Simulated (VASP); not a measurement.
Crystal: ScAlSbP3.

```xyz
6
Lattice="6.1849 0.0000 0.0000 -3.0924 5.3563 0.0000 0.0000 0.0000 3.8573" Properties=species:S:1:pos:R:3 pbc="T T T"
Sc    0.0000    0.0000    0.0000
Al    3.0924    1.7854    0.0000
Sb    0.0000    3.5708    0.0000
P    -1.4861    2.7129    1.9286
P     1.4861    2.7129    1.9286
P     0.0000    5.2868    1.9286
```

The cell was built from a structure type or drawn by symmetry, and may not be a known phase.

| Quantity | Value |
| --- | --- |
| Program | VASP 6.6.1 |
| Task | relaxation of cell and atoms |
| Functional | PBE |
| Potentials or basis | VASP PAW PBE potentials, release 64 (Sc_sv, Al, Sb, P) |
| Cutoff | 600 eV |
| k mesh | 3 × 3 × 4 |
| Occupations | gaussian, width 0.1 eV |
| Spin | no spin polarisation |

At the start: pressure -0.1 GPa; volume 21.30 Å³/atom.

Task: Where does the relaxation end?

Result: Over 7 steps the energy falls by 172.1 meV/atom and the volume is 20.63 Å³/atom (-3.1 %); space group P-6m2 (No. 187, to 0.1 Å) before and after.

The path:
| step | energy change (eV) | largest force (eV/Å) | pressure (GPa) | volume (Å³) |
| --- | --- | --- | --- | --- |
| 1 | 0.0000 | 2.5555 | -0.05 | 127.78 |
| 2 | -0.7143 | 1.3278 | -1.83 | 127.66 |
| 3 | -1.0121 | 0.0018 | -1.78 | 127.49 |
| 4 | -1.0206 | 0.1850 | 1.25 | 122.10 |
| 5 | -1.0303 | 0.1055 | -0.09 | 124.33 |
| 6 | -1.0323 | 0.0590 | -0.04 | 124.03 |
| 7 | -1.0328 | 0.0200 | 0.00 | 123.80 |

Final structure:
```xyz
6
Lattice="6.0893 0.0000 0.0000 -3.0447 5.2735 0.0000 0.0000 0.0000 3.8551" Properties=species:S:1:pos:R:3 pbc="T T T"
Sc    0.0000    0.0000    0.0000
Al    3.0447    1.7578    0.0000
Sb    0.0000    3.5157    0.0000
P     4.3919    2.5357    1.9276
P     1.6974    2.5357    1.9276
P     3.0447    0.2022    1.9276
```

Caveat: the k points lie up to 0.41 Å⁻¹ apart in the final cell, too coarse for converged energies and pressures of a metal.
